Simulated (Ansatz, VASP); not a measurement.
## Ti in VASP and in Ansatz

Contents of INCAR:

```
PREC = Accurate
ENCUT = 520
EDIFF = 1E-8
ISMEAR = -1
SIGMA = 0.05
LREAL = False
LASPH = True
NELM = 80
ALGO = Normal
ISIF = 2
LWAVE = False
LCHARG = False
GGA = CA
LEFG = True
NBANDS = 12
```

File KPOINTS:

```
regular mesh
0
Gamma
  14 14 14
```

File POSCAR:

```
Ti
1.0
    0.0000000000      2.0698140295      2.0698140295
    2.0698140295      0.0000000000      2.0698140295
    2.0698140295      2.0698140295      0.0000000000
Ti
1
Direct
    0.0000000000      0.0000000000      0.0000000000
```

Input for Ansatz:

```yaml
crystal:
  lattice:
    - [0.0, 2.0698140295, 2.0698140295]
    - [2.0698140295, 0.0, 2.0698140295]
    - [2.0698140295, 2.0698140295, 0.0]
  atoms:
    - { symbol: Ti, position: [0.0, 0.0, 0.0] }
kpoints:
  mp_grid: { grid: [14, 14, 14] }
scf:
  occupations: { method: fermi_dirac, width: 0.05 }
hamiltonian:
  xc: lda
  pseudopotentials: { kind: all_electron, datasets: crystal }
output:
  forces: true
  stress: true
  eigenvalues: true
  efg: { contact_densities: true }
```

Change from the starting cell: volume scaled by 1.06, crystal datasets.

Alike in both runs: task electric field gradients; functional LDA; k mesh 14 × 14 × 14; occupations fermi-dirac, width 0.05 eV; no spin polarisation.

|  | VASP | Ansatz |
| --- | --- | --- |
| version | VASP 6.6.1 | Ansatz 0.2.0 |
| potentials or method | VASP PAW LDA potentials, release 64 (Ti_sv), cutoff 520 eV | all-electron PAW with datasets made for the crystal, scalar-relativistic |

|  | VASP | Ansatz | Ansatz less VASP |
| --- | --- | --- | --- |
| pressure (GPa) | -10.4 | -10.4 | +0.07 |

LDA's correlation is that of Perdew and Zunger in VASP and of Perdew and Wang (1992) in Ansatz. Ansatz ran all-electron here, and VASP with PAW potentials.
